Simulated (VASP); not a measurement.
Runs of VASP 6.6.1 on CsSi3Ru. The structure is that of space group Pm-3m (No. 221), or close to it. The cells are those of the table. 

| task | cell | k mesh | gap on the mesh (eV) | pressure (GPa) | relaxed volume (Å³/atom) |
| --- | --- | --- | --- | --- | --- |
| relaxation of cell and atoms | relaxed from a = 4.798 Å, 5 atoms | 8 × 8 × 8 | none | 0.0 | (a) |
| relaxation of cell and atoms | relaxed from a = 4.606 Å, 5 atoms | 4 × 4 × 4 | none | 0.0 | 22.22 |
| single point | a = 4.798 Å, 5 atoms | 4 × 4 × 4 | none | 0.4 | - |
| single point | a = 4.810 Å, 5 atoms | 8 × 8 × 8 | none | 0.1 | - |

Alike in all rows: level PBE; potentials or basis VASP PAW PBE potentials, release 64 (Cs_sv, Si, Ru_pv); no spin polarisation; cutoff (eV) 500; smearing gaussian 0.1 eV.

Fill in the values left out.

(a) 22.29.

Caveats: spin-orbit coupling is left out, which moves the levels of the heavy elements.

A k mesh can miss the band edges, and the runs leave out spin-orbit coupling on Cs, Ru.

A gap of «none» marks levels without a gap at the run's occupations.
